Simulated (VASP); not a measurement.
Input of a VASP 6.6.1 run:

INCAR

```
SYSTEM = SiO2
PREC = Accurate
ENCUT = 520
EDIFF = 1E-7
ISMEAR = 0
SIGMA = 0.1
LREAL = .FALSE.
LASPH = .TRUE.
NELM = 100
ALGO = Normal
ISIF = 2
LWAVE = .FALSE.
LCHARG = .TRUE.
GGA = PE
IVDW = 12
LELF = .TRUE.
LVHAR = .TRUE.
NBANDS = 25
```

The input KPOINTS:

```
regular mesh
0
G
  6 6 2
  0 0 0
```

The input POSCAR:

```
SiO2
1.0
    2.6866943573     -0.0000000030      0.0000000000
   -1.3433471761      2.3267455671      0.0000000000
    0.0000000000      0.0000000000      9.4439165858
Si O
2 4
Direct
    0.6666666667      0.3333333333      0.7582443504
    0.3333333333      0.6666666667      0.2417556496
    0.3333333333      0.6666666667      0.8551166730
    0.0000000000      0.0000000000      0.6612687563
    0.6666666667      0.3333333333      0.1448833270
    0.0000000000      0.0000000000      0.3387312437
```

Potentials or basis: VASP PAW PBE potentials, release 64 (Si, O).

The run is started by

```sh
$ cat potpaw_PBE.64/Si/POTCAR potpaw_PBE.64/O/POTCAR > POTCAR
$ mpirun -np 1 vasp_std > vasp.out
```

(1) Estimate the dispersion energy per atom.

(2) Estimate the largest force.

Answers

(1) -0.182 eV.

(2) 0.016 eV/Å.

Caveat: the k points lie up to 0.45 Å⁻¹ apart.
